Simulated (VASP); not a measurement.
Write the native input for VASP 6.6.1 that does the following.

| Property | Result |
| --- | --- |
| Task | G0W0 quasiparticle levels |
| Functional | PBE |
| Potentials or basis | VASP PAW PBE potentials, release 64 (Si_GW) |
| Cutoff | 500 eV |
| k mesh | 4 × 4 × 4 |
| Occupations | gaussian, width 0.01 eV |
| Spin | no spin polarisation |
| Dipole correction | no |
| GW scheme | G0W0 |
| GW iterations | 1 |
| Cutoff of the response function | 100 |
| Frequency points | 48 |
| Empty bands | 150 |
| Further INCAR settings | ALGO = EVGW0; EDIFF = 1e-08; NBANDS = 154 |

The system is Si.

```
Si
1.0
     0.00000    2.72212    2.72212
     2.72212    0.00000    2.72212
     2.72212    2.72212    0.00000
Si
2
Direct
  0.00000 0.00000 0.00000
  0.25000 0.25000 0.25000
```

These files were run (other wordings do the same):

POSCAR

```
Si
1.0
    0.0000000000      2.7221188962      2.7221188962
    2.7221188962      0.0000000000      2.7221188962
    2.7221188962      2.7221188962      0.0000000000
Si
2
Direct
    0.0000000000      0.0000000000      0.0000000000
    0.2500000000      0.2500000000      0.2500000000
```

INCAR.step1

```
PREC     = Accurate       # precision mode
ENCUT    = 500            # plane-wave cutoff, eV
EDIFF    = 1E-8           # SCF threshold, eV
ISMEAR   = 0              # smearing method
SIGMA    = 0.01           # smearing width, eV
LREAL    = False          # projectors in reciprocal space
LASPH    = True           # aspherical terms in the spheres
NELM     = 60             # most SCF steps
ALGO     = Normal         # electronic algorithm
LWAVE    = True           # write WAVECAR
LCHARG   = False          # write CHGCAR
GGA      = PE             # functional
```

INCAR.step2

```
PREC     = Accurate       # precision mode
ENCUT    = 500            # plane-wave cutoff, eV
EDIFF    = 1E-8           # SCF threshold, eV
ISMEAR   = 0              # smearing method
SIGMA    = 0.01           # smearing width, eV
LREAL    = False          # projectors in reciprocal space
LASPH    = True           # aspherical terms in the spheres
NELM     = 1              # most SCF steps
ALGO     = Exact          # electronic algorithm
LWAVE    = True           # write WAVECAR
LCHARG   = False          # write CHGCAR
GGA      = PE             # functional
NBANDS   = 154            # bands
LOPTICS  = True           # frequency-dependent dielectric function
ISTART   = 1
```

INCAR.step3

```
PREC     = Accurate       # precision mode
ENCUT    = 500            # plane-wave cutoff, eV
EDIFF    = 1E-8           # SCF threshold, eV
ISMEAR   = 0              # smearing method
SIGMA    = 0.01           # smearing width, eV
LREAL    = False          # projectors in reciprocal space
LASPH    = True           # aspherical terms in the spheres
ALGO     = EVGW0          # electronic algorithm
LWAVE    = False          # write WAVECAR
LCHARG   = False          # write CHGCAR
GGA      = PE             # functional
NELMGW   = 1            
NBANDS   = 154            # bands
ENCUTGW  = 100.0          # cutoff of the response function
NOMEGA   = 48             # frequency points
PRECFOCK = Fast         
ISTART   = 1            
NBANDSGW = 12
```

KPOINTS

```
regular mesh
0
Gamma
  4 4 4
```

Potentials or basis: VASP PAW PBE potentials, release 64 (Si_GW).

Launch:

```sh
$ cat potpaw_PBE.64/Si_GW/POTCAR > POTCAR
$ cp INCAR.step1 INCAR
$ mpirun -np 1 vasp_std > vasp.out
$ cp INCAR.step2 INCAR
$ mpirun -np 1 vasp_std > vasp.out
$ cp INCAR.step3 INCAR
$ mpirun -np 1 vasp_std > vasp.out
```

Results of the run:

| Item | Value |
| --- | --- |
| Quasiparticle gap | 1.15 eV |
| Least direct quasiparticle gap | 3.15 eV |
| Band gap of the starting levels on the mesh | 0.71 eV |
| Least direct gap of the starting levels on the mesh | 2.54 eV |

Caveat: the k points lie up to 0.50 Å⁻¹ apart; bands, screening cutoff and mesh are small and nothing is extrapolated, so the quasiparticle values aren't converged.

It took 110 s on 1 thread of Intel Xeon 8259CL, with other jobs on the host, peak memory 0.36 GiB.
